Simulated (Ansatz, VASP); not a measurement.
## One calculation of ZnS, two programs

The input INCAR:

```
SYSTEM = ZnS
ALGO = Normal ; EDIFF = 1E-6
ENCUT = 520 ; GGA = PE
ISIF = 2 ; ISMEAR = 0
LASPH = .TRUE. ; LCHARG = .FALSE.
LREAL = .FALSE. ; LWAVE = .FALSE.
NBANDS = 16 ; NELM = 100
PREC = Accurate ; SIGMA = 0.05
```

The input KPOINTS:

```
k-points
0
G
  8 8 8
  0 0 0
```

File POSCAR:

```
ZnS
1.0
    0.0000000000      2.7215639840      2.4153880358
    2.7215639840      0.0000000000      2.4153880358
    2.7215639840      2.7215639840      0.0000000000
Zn S
1 1
Direct
    0.0000000000      0.0000000000      0.0000000000
    0.7500000000      0.7500000000      0.7500000000
```

Input for Ansatz:

```yaml
crystal:
  lattice:
    - [0.0, 2.721563984, 2.4153880358]
    - [2.721563984, 0.0, 2.4153880358]
    - [2.721563984, 2.721563984, 0.0]
  atoms:
    - { symbol: Zn, position: [0.0, 0.0, 0.0] }
    - { symbol: S, position: [0.75, 0.75, 0.75] }
basis:
  ecutwfc: 420
kpoints:
  mp_grid: { grid: [8, 8, 8] }
hamiltonian:
  xc: pbe
scf:
  occupations: { method: gaussian, width: 0.05 }
output:
  forces: true
  stress: true
  eigenvalues: true
```

Change from the starting cell: strain -0.1125 x Voigt [0, 0, 1, 0, 0, 0], atoms carried along.

Alike in both runs: task single point; functional PBE; k mesh 8 × 8 × 8; occupations gaussian, width 0.05 eV; no spin polarisation.

|  | VASP | Ansatz |
| --- | --- | --- |
| version | VASP 6.6.1 | Ansatz 0.2.0 |
| potentials or method | VASP PAW PBE potentials, release 64 (Zn, S), cutoff 520 eV | scalar-relativistic, plane waves, PAW |
| valence electrons in the cell | 18 | 18 |

|  | VASP | Ansatz | Ansatz less VASP |
| --- | --- | --- | --- |
| gap on the k mesh at the Fermi level (eV) | 2.30 | 2.29 | -0.014 |
| least direct gap on the mesh (eV) | 2.30 | 2.29 | -0.014 |
| pressure (GPa) | 10.5 | 10.3 | -0.20 |
| traceless stress, the component that is largest in VASP (GPa) | 2.01 | 2.04 | +0.028 |

The functional is the same, so the differences come from potentials, cutoffs and numerics.
